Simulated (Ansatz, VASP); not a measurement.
**SiC in VASP and in Ansatz**

Contents of POSCAR:

```
SiC
1.0
    3.0754984732      0.0000000000      0.0000000000
   -1.5377492366      2.6634598071      0.0000000000
    0.0000000000      0.0000000000      5.0485506836
Si C
2 2
Direct
    0.3333333333      0.6666666667     -0.0190294206
    0.6666666667      0.3333333333      0.4809705794
    0.3333333333      0.6666666667      0.3940294206
    0.6666666667      0.3333333333      0.8940294206
```

The input INCAR.step1:

```
PREC     = Accurate       # precision mode
ENCUT    = 520            # plane-wave cutoff, eV
ISMEAR   = 0              # smearing method
SIGMA    = 0.01           # smearing width, eV
LREAL    = F              # projectors in reciprocal space
LASPH    = T              # aspherical terms in the spheres
NELM     = 100            # most SCF steps
NBANDS   = 16             # bands
GGA      = PE             # functional
ALGO     = Normal         # electronic algorithm
EDIFF    = 1E-4           # SCF threshold, eV
LWAVE    = T              # write WAVECAR
LCHARG   = F              # write CHGCAR
```

INCAR.step2

```
PREC     = Accurate       # precision mode
ENCUT    = 520            # plane-wave cutoff, eV
EDIFF    = 1E-7           # SCF threshold, eV
ISMEAR   = 0              # smearing method
SIGMA    = 0.01           # smearing width, eV
LREAL    = F              # projectors in reciprocal space
LASPH    = T              # aspherical terms in the spheres
NELM     = 100            # most SCF steps
ALGO     = Normal         # electronic algorithm
ISIF     = 2              # what is computed and relaxed
LWAVE    = F              # write WAVECAR
LCHARG   = T              # write CHGCAR
METAGGA  = R2SCAN         # meta-GGA
LMIXTAU  = T            
LELF     = T              # ELF
LVHAR    = T            
NBANDS   = 16             # bands
ISTART   = 1
```

File KPOINTS:

```
regular mesh
0
Gamma
  9 9 6
```

Input for Ansatz:

```yaml
crystal:
  lattice:
    - [3.0754984732, 0.0, 0.0]
    - [-1.5377492366, 2.6634598071, 0.0]
    - [0.0, 0.0, 5.0485506836]
  atoms:
    - { symbol: Si, position: [0.3333333333, 0.6666666667, -0.0190294206] }
    - { symbol: Si, position: [0.6666666667, 0.3333333333, 0.4809705794] }
    - { symbol: C, position: [0.3333333333, 0.6666666667, 0.3940294206] }
    - { symbol: C, position: [0.6666666667, 0.3333333333, 0.8940294206] }
basis:
  ecutwfc: 500
  xc_grid: 2
kpoints:
  mp_grid: { grid: [9, 9, 6] }
hamiltonian:
  xc: r2scan
  pseudopotentials: { kind: paw, azcp: { folder: soft_1 } }
scf:
  occupations: { method: fixed }
output:
  forces: true
  stress: true
  eigenvalues: true
  polarization: {}
```

Change from the starting cell: polar distortion scaled by 0.70.

Alike in both runs: task single point; functional r2SCAN; k mesh 9 × 9 × 6; no spin polarisation.

|  | VASP | Ansatz |
| --- | --- | --- |
| version | VASP 6.6.1 | Ansatz 0.2.0 |
| potentials or method | VASP PAW PBE potentials, release 64 (Si, C), cutoff 520 eV | scalar-relativistic, plane waves, PAW |
| occupations | gaussian, width 0.01 eV | fixed |
| valence electrons in the cell | 16 | 16 |

```tsv
	VASP	Ansatz	Ansatz less VASP
gap on the k mesh at the Fermi level (eV)	2.25	2.24	-0.004
least direct gap on the mesh (eV)	4.38	4.36	-0.015
pressure (GPa)	2.8	3.0	+0.28
traceless stress, the component that is largest in VASP (GPa)	-7.93	-8.08	-0.147
rms of the force components (eV/Å)	1.266	1.267	+0.0005
```

VASP's potentials were made for PBE, not for r2SCAN. Atom by atom the forces differ by 0.001 eV/Å (rms over components).
